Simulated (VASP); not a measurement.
Runs of VASP 6.6.1 on Ni. The structure is that of space group P6_3/mmc (No. 194), or close to it. The cells are those of the table. 

```csv
cell,gap on the mesh (eV),pressure (GPa),moment (μB)
"a = 2.602, b = 2.602, c = 8.517 Å, angles 90.0, 90.0, 120.0°, 4 atoms",none,-15.4,2.72
"a = 2.472, b = 2.472, c = 8.090 Å, angles 90.0, 90.0, 120.0°, 4 atoms",none,(b),2.42
"a = 2.571, b = 2.571, c = 8.414 Å, angles 90.0, 90.0, 120.0°, 4 atoms",none,-11.4,(c)
"a = 2.506, b = 2.506, c = 8.201 Å, angles 90.0, 90.0, 120.0°, 4 atoms",none,-0.2,(a)
"a = 2.538, b = 2.538, c = 8.309 Å, angles 90.0, 90.0, 120.0°, 4 atoms",none,-6.5,2.55
```

Alike in all rows: task single point; level revPBE; potentials or basis VASP PAW PBE potentials, release 64 (Ni); spin collinear, ferromagnetic start; k mesh 16 × 16 × 5; cutoff (eV) 520; smearing fermi-dirac 0.05 eV.

**Question.** Estimate the missing entries.

**Answer.** (a) 2.48; (b) 8.0; (c) 2.64.

Caveats: the PAW data sets were made with another functional, which shifts forces and pressure a little.

A gap of «none» marks levels without a gap at the run's occupations.
